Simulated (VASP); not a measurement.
# EuZrF4 (P4/mmm) in VASP: notebook

The runs below take EuZrF4 through single point, with PBE.

Program: VASP 6.6.1. These are calculated values, not measurements. Logs are shortened: lines on timing, memory, paths and dates and some standing lists are left out, and cuts for length are marked.

### 1 The cell of the first run

The structure is tetragonal, space group P4/mmm (No. 123). The conventional cell has a = 3.797 Å, b = 3.797 Å, c = 6.108 Å, α = 90.00°, β = 90.00°, γ = 90.00°. Within 3.4 Å of Eu (site symmetry 4/mmm) lie 8 F at 2.57 Å and 2 Zr at 3.05 Å. Zr (site symmetry 4/mmm) has 8 F at 2.31 Å and 2 Eu at 3.05 Å within 3.1 Å. F (site symmetry 2mm) has 2 Zr at 2.31 Å and 2 Eu at 2.57 Å and 5 F at 2.65 to 2.68 Å within 3.1 Å.

The cell was built from a structure type or drawn by symmetry, and may not be a known phase.

### 2 Single point, PBE, collinear spin, ferromagnetic start

Contents of INCAR:

```
PREC = Accurate ; ENCUT = 520
EDIFF = 1E-6 ; ISMEAR = 0
SIGMA = 0.1 ; LREAL = False
LASPH = True ; NELM = 150
ALGO = Normal ; ISIF = 2
LWAVE = False ; LCHARG = True
ISPIN = 2 ; MAGMOM = 7 0 0 0 0 0
LORBIT = 11 ; LMAXMIX = 6
GGA = PE ; LELF = True
LVHAR = True ; NBANDS = 42
```

Contents of KPOINTS:

```
regular mesh
0
Gamma
  4 4 4
```

Contents of POSCAR:

```
EuZrF4
1.0
    3.7965444586      0.0000000000      0.0000000000
    0.0000000000      3.7965444586      0.0000000000
    0.0000000000      0.0000000000      6.1079175248
Eu Zr F
1 1 4
Direct
    0.5000000000      0.5000000000      0.0000000000
    0.5000000000      0.5000000000      0.5000000000
    0.0000000000      0.5000000000      0.7167017452
    0.5000000000      0.0000000000      0.7167017452
    0.0000000000      0.5000000000      0.2832982548
    0.5000000000      0.0000000000      0.2832982548
```

Potentials or basis: VASP PAW PBE potentials, release 64 (Eu, Zr_sv, F).

Launch:

```bash
cat potpaw_PBE.64/Eu/POTCAR potpaw_PBE.64/Zr_sv/POTCAR potpaw_PBE.64/F/POTCAR > POTCAR
mpirun -np 1 vasp_std > vasp.out
```

OUTCAR:

```text
PREC = Accurate
   ENCUT = 520
   EDIFF = 1E-6
   ISMEAR = 0
   LREAL = False
   LASPH = True
   NELM = 150
   ISIF = 2
   ISPIN = 2
   LORBIT = 11
   GGA = PE

 ion  position               nearest neighbor table
   1  0.500  0.500  0.000-   3 2.57   4 2.57   5 2.57   6 2.57   4 2.57   6 2.57   3 2.57   5 2.57
                             2 3.05   2 3.05
   2  0.500  0.500  0.500-   3 2.31   4 2.31   5 2.31   6 2.31   4 2.31   6 2.31   3 2.31   5 2.31
                             1 3.05   1 3.05
   3  0.000  0.500  0.717-   2 2.31   2 2.31   1 2.57   1 2.57
   4  0.500  0.000  0.717-   2 2.31   2 2.31   1 2.57   1 2.57
   5  0.000  0.500  0.283-   2 2.31   2 2.31   1 2.57   1 2.57
   6  0.500  0.000  0.283-   2 2.31   2 2.31   1 2.57   1 2.57

  LATTYP: Found a simple tetragonal cell.
 ALAT       =     3.7965444586
 C/A-ratio  =     1.6088096930

  Lattice vectors:

 A1 = (   3.7965444586,   0.0000000000,   0.0000000000)
 A2 = (   0.0000000000,   3.7965444586,   0.0000000000)
 A3 = (   0.0000000000,   0.0000000000,   6.1079175248)

Analysis of symmetry for initial positions (statically):
=====================================================================
 Subroutine PRICEL returns:
 Original cell was already a primitive cell.

 Routine SETGRP: Setting up the symmetry group for a
 simple tetragonal supercell.

 Subroutine GETGRP returns: Found 16 space group operations
 (whereof 16 operations were pure point group operations)
 out of a pool of 16 trial point group operations.

The static configuration has the point symmetry D_4h.

Analysis of symmetry for dynamics (positions and initial velocities):
=====================================================================
 Subroutine PRICEL returns:
 Original cell was already a primitive cell.

 Routine SETGRP: Setting up the symmetry group for a
 simple tetragonal supercell.

 Subroutine GETGRP returns: Found 16 space group operations
 (whereof 16 operations were pure point group operations)
 out of a pool of 16 trial point group operations.

The dynamic configuration has the point symmetry D_4h.

Analysis of structural, dynamic, and magnetic symmetry:
=====================================================================
[... 142 lines left out ...]
 spin polarized calculation
 Gauss-broadening in eV      SIGMA  =   0.10
  energy-cutoff  :      520.00
  volume of cell :       88.04
 maximum number of plane-waves:      2394
   NGX = 15   NGY = 15   NGZ = 23

 number of electron      56.9999984 magnetization       6.3239784

 Free energy of the ion-electron system (eV)
  ---------------------------------------------------
  ext. energy  EPLUGINS =         0.00000000
  ---------------------------------------------------
  free energy    TOTEN  =       -45.20100513 eV

  energy without entropy =      -45.18682432  energy(sigma->0) =      -45.19391472

 E-fermi :   6.3113     XC(G=0): -10.2092

 val. band max:        6.3064686129   @ k =   0.2500   0.2500   0.2500
 cond. band min:       6.3362496137   @ k =   0.0000   0.0000   0.0000
 fundamental gap:      0.0297810008
 Fermi energy:         6.3112671161

 spin component 1

 k-point     1 :       0.0000    0.0000    0.0000
  band No.  band energies     occupation
      1     -44.3726      1.00000
      2     -35.8093      1.00000
      3     -22.8856      1.00000
      4     -22.4552      1.00000
      5     -22.4552      1.00000
      6     -20.4561      1.00000
[... 763 lines left out ...]
     39       9.7993      0.00000
     40       9.7993      0.00000
 Fermi energy:         6.3112671161

 spin component 2

 k-point     1 :       0.0000    0.0000    0.0000
  band No.  band energies     occupation
      1     -44.7071      1.00000
      2     -32.7162      1.00000
      3     -23.1432      1.00000
      4     -22.8754      1.00000
      5     -22.8754      1.00000
      6     -20.4605      1.00000
[... 763 lines left out ...]
     39      10.6613      0.00000
     40      10.6843      0.00000
 [bands above 40 left out]

------------------------ aborting loop because EDIFF is reached ----------------------------------------

  FORCE on cell =-STRESS in cart. coord.  units (eV):
  Direction    XX          YY          ZZ          XY          YZ          ZX
  --------------------------------------------------------------------------------------
  -------------------------------------------------------------------------------------
  Total        0.0129720      0.0129720      0.0023752      0.0000000      0.0000000     -0.0000000
  in kB        0.2360735      0.2360735      0.0432249      0.0000000      0.0000000     -0.0000000
  external PRESSURE =       0.1717906 kB  Pullay stress =       0.0000000 kB

 VOLUME and BASIS-vectors are now :
 -----------------------------------------------------------------------------
  energy-cutoff  :      520.00
  volume of cell :       88.04
      direct lattice vectors                 reciprocal lattice vectors
     3.796544459  0.000000000  0.000000000     0.263397416  0.000000000  0.000000000
     0.000000000  3.796544459  0.000000000     0.000000000  0.263397416  0.000000000
     0.000000000  0.000000000  6.107917525     0.000000000  0.000000000  0.163721923

 POSITION                                       TOTAL-FORCE (eV/Angst)
 -----------------------------------------------------------------------------------
      1.89827      1.89827      0.00000        -0.000000     -0.000000      0.000000
      1.89827      1.89827      3.05396        -0.000000     -0.000000      0.000000
      0.00000      1.89827      4.37756        -0.000000      0.000000     -0.020708
      1.89827      0.00000      4.37756         0.000000     -0.000000     -0.020708
      0.00000      1.89827      1.73036        -0.000000      0.000000      0.020708
      1.89827      0.00000      1.73036         0.000000      0.000000      0.020708
 -----------------------------------------------------------------------------------
    total drift:                                0.000000      0.000000      0.000000

  FREE ENERGIE OF THE ION-ELECTRON SYSTEM (eV)
  ---------------------------------------------------
  free  energy   TOTEN  =       -45.2010051306 eV

  energy  without entropy=      -45.1868243184  energy(sigma->0) =      -45.19391472

 total charge

# of ion       s       p       d       f       tot
--------------------------------------------------
    1        2.013   5.757   0.384   6.743  14.898
    2        2.092   5.959   1.637   0.000   9.688
    3        1.734   4.365   0.000   0.000   6.100
    4        1.734   4.365   0.000   0.000   6.100
    5        1.734   4.365   0.000   0.000   6.100
    6        1.734   4.365   0.000   0.000   6.100
--------------------------------------------------
tot         11.042  29.177   2.022   6.743  48.984

 magnetization (x)

# of ion       s       p       d       f       tot
--------------------------------------------------
    1       -0.016  -0.119   0.088   6.683   6.636
    2       -0.001  -0.002  -0.516   0.000  -0.519
    3        0.000  -0.009   0.000   0.000  -0.009
    4        0.000  -0.009   0.000   0.000  -0.009
    5        0.000  -0.009   0.000   0.000  -0.009
    6        0.000  -0.009   0.000   0.000  -0.009
--------------------------------------------------
tot         -0.016  -0.158  -0.428   6.683   6.080
```

stdout:

```text
POSCAR found type information on POSCAR EuZrF
 POSCAR found :  3 types and       6 ions
 scaLAPACK will be used
 LDA part: xc-table for (Slater+PW92), standard interpolation
 POSCAR, INCAR and KPOINTS ok, starting setup
 FFT: planning ... GRIDC
 FFT: planning ... GRID_SOFT
 FFT: planning ... GRID
 WAVECAR not read
 entering main loop
```

Wall time 5.3 min (1 thread of Intel Xeon Platinum 8375C at 2.90GHz (Ice Lake), shared host); peak memory 0.28 GiB.

Results:

| Property | Result |
| --- | --- |
| Free energy | -45.2010 eV |
| Pressure | 0.0 GPa |
| Largest force | 0.021 eV/Å |
| Net moment | 6.32 μB per cell |
| Site moments | Eu +6.64; Zr -0.52; F -0.01 μB |
| Valence electrons inside the program's atomic spheres | Eu 14.90; Zr 9.69; F 6.10 |

Forces in eV/Å, atoms in the order of the input:
```
Eu   0.000  0.000  0.000
Zr   0.000  0.000  0.000
F    0.000  0.000 -0.021
F    0.000  0.000 -0.021
F    0.000  0.000  0.021
F    0.000  0.000  0.021
```

Levels at points of the mesh, in eV from the Fermi level:
Spin up:
```tsv
k point	band 28	band 29	band 30	band 31	band 32	band 33	band 34	band 35	band 36	band 37
(0.00, 0.00, 0.00)	-0.64	-0.64	-0.57	-0.57	-0.51	-0.27	0.88	1.00	2.51	3.08
(0.50, 0.00, 0.00)	-0.63	-0.62	-0.58	-0.57	-0.52	0.97	1.02	1.41	2.43	2.80
(0.50, 0.50, 0.00)	-0.62	-0.62	-0.59	-0.59	-0.52	-0.07	0.99	1.00	1.00	2.50
(0.00, 0.00, 0.50)	-0.64	-0.57	-0.57	-0.57	-0.54	0.69	1.06	1.98	2.35	2.41
(0.50, 0.00, 0.50)	-0.62	-0.58	-0.57	-0.55	1.00	1.04	1.29	1.96	2.35	2.43
(0.50, 0.50, 0.50)	-0.65	-0.60	-0.60	-0.55	-0.05	0.51	1.33	1.74	1.74	2.64
```
Spin down:
```csv
k point,band 21,band 22,band 23,band 24,band 25,band 26,band 27,band 28,band 29,band 30
"(0.00, 0.00, 0.00)",-6.92,-6.92,-6.79,-6.79,-2.00,0.02,0.11,1.22,2.48,2.89
"(0.50, 0.00, 0.00)",-7.74,-7.52,-7.29,-7.27,-1.07,0.16,1.27,1.36,2.80,2.93
"(0.50, 0.50, 0.00)",-7.76,-7.25,-6.37,-6.24,-0.70,-0.41,0.96,0.96,1.16,2.30
"(0.00, 0.00, 0.50)",-6.92,-6.92,-6.82,-6.82,-0.53,0.12,0.25,2.03,2.31,2.91
"(0.50, 0.00, 0.50)",-7.69,-7.65,-7.42,-7.34,-0.02,0.18,1.70,2.08,2.18,2.81
"(0.50, 0.50, 0.50)",-7.53,-7.28,-6.36,-6.25,-0.32,0.38,0.82,1.39,1.39,2.33
```

Caveat: the k points lie up to 0.41 Å⁻¹ apart; spin-orbit coupling is left out, which moves the levels of the heavy elements; a cell with one magnetic atom can't hold antiferromagnetic order, which such compounds often take; semilocal functionals describe open f shells poorly, which spoils levels, moments and volumes. With open d or f shells a metallic result of PBE can be an artefact of self-interaction; +U or a hybrid may open a gap.

### 3 Single point, PBE, collinear spin, ferromagnetic start

This run uses another cell than the first one, of 15.11 Å³/atom.

Contents of INCAR:

```
ALGO = Normal ; EDIFF = 1E-7
ENCUT = 520 ; GGA = PE
ISIF = 2 ; ISMEAR = 0
ISPIN = 2 ; LASPH = T
LCHARG = T ; LELF = T
LMAXMIX = 6 ; LORBIT = 11
LREAL = F ; LVHAR = T
LWAVE = F ; MAGMOM = 7 0 0 0 0 0
NBANDS = 42 ; NELM = 150
PREC = Accurate ; SIGMA = 0.1
```

Contents of KPOINTS:

```
k-points
0
Gamma
  4 4 4
```

Contents of POSCAR:

```
EuZrF4
1.0
    4.2033620800      0.0000000000      0.0000000000
    0.0000000000      4.2033620800      0.0000000000
    0.0000000000      0.0000000000      5.1325578900
Eu Zr F
1 1 4
Direct
    0.5000000000      0.5000000000      0.0000000000
    0.5000000000      0.5000000000      0.5000000000
    0.0000000000      0.5000000000      0.6994747700
    0.5000000000      0.0000000000      0.6994747700
    0.0000000000      0.5000000000      0.3005252300
    0.5000000000      0.0000000000      0.3005252300
```

Potentials or basis: VASP PAW PBE potentials, release 64 (Eu, Zr_sv, F).

Launch:

```bash
cat potpaw_PBE.64/Eu/POTCAR potpaw_PBE.64/Zr_sv/POTCAR potpaw_PBE.64/F/POTCAR > POTCAR
mpirun -np 1 vasp_std > vasp.out
```

Wall time 3.7 min (1 thread of Intel Xeon Platinum 8375C at 2.90GHz (Ice Lake), shared host); peak memory 0.3 GiB.

The run converged. Its results:

* Free energy: -42.5027 eV
* Pressure: 10.5 GPa
* Largest force: 2.903 eV/Å
* Net moment: 6.85 μB per cell
* Site moments: Eu +6.55; Zr +0.02; F +0.00 μB
* Valence electrons inside the program's atomic spheres: Eu 15.09; Zr 9.89; F 6.10

Forces on the atoms (eV/Å):
```
Eu   0.000  0.000  0.000
Zr   0.000  0.000  0.000
F    0.000  0.000  2.903
F    0.000  0.000  2.903
F    0.000  0.000 -2.903
F    0.000  0.000 -2.903
```

Stress tensor (GPa, compression positive):
```
-9.43  0.00  0.00
 0.00 -9.43  0.00
 0.00  0.00 50.38
```

Levels at points of the mesh, in eV from the Fermi level:
Spin up:
```csv
k point,band 29,band 30,band 31,band 32,band 33,band 34,band 35,band 36
"(0.00, 0.00, 0.00)",-0.74,-0.62,-0.55,-0.55,-0.04,0.55,1.79,1.79
"(0.50, 0.00, 0.00)",-0.71,-0.63,-0.62,-0.57,-0.54,0.71,1.60,1.86
"(0.50, 0.50, 0.00)",-0.84,-0.79,-0.69,-0.60,-0.55,-0.55,1.05,1.56
"(0.00, 0.00, 0.50)",-0.68,-0.55,-0.55,0.32,1.64,2.37,2.61,2.86
"(0.50, 0.00, 0.50)",-0.65,-0.56,-0.54,0.82,1.37,2.17,2.73,2.73
"(0.50, 0.50, 0.50)",-0.64,-0.54,-0.54,1.16,1.22,1.22,1.62,2.07
```
Spin down:
| k point | band 21 | band 22 | band 23 | band 24 | band 25 | band 26 | band 27 | band 28 | band 29 | band 30 |
| --- | --- | --- | --- | --- | --- | --- | --- | --- | --- | --- |
| (0.00, 0.00, 0.00) | -6.30 | -6.30 | -5.25 | -5.21 | -1.90 | 0.05 | 0.78 | 2.02 | 2.02 | 2.04 |
| (0.50, 0.00, 0.00) | -6.67 | -6.50 | -5.38 | -5.22 | -1.78 | -0.36 | 0.77 | 1.84 | 2.09 | 3.31 |
| (0.50, 0.50, 0.00) | -6.58 | -5.91 | -5.39 | -5.39 | -1.67 | -0.68 | -0.68 | 1.12 | 2.07 | 3.00 |
| (0.00, 0.00, 0.50) | -6.39 | -6.39 | -6.25 | -6.02 | 0.14 | 1.34 | 2.02 | 2.20 | 2.20 | 2.46 |
| (0.50, 0.00, 0.50) | -6.71 | -6.65 | -6.10 | -5.70 | 0.62 | 0.78 | 1.39 | 2.08 | 2.70 | 3.54 |
| (0.50, 0.50, 0.50) | -6.54 | -5.96 | -5.68 | -5.68 | 0.42 | 0.42 | 1.18 | 1.33 | 2.17 | 3.14 |

Caveat: the k points lie up to 0.37 Å⁻¹ apart; spin-orbit coupling is left out, which moves the levels of the heavy elements; a cell with one magnetic atom can't hold antiferromagnetic order, which such compounds often take; semilocal functionals describe open f shells poorly, which spoils levels, moments and volumes; forces of over 1 eV/Å act on the atoms, so gaps and moduli don't describe the material at rest.
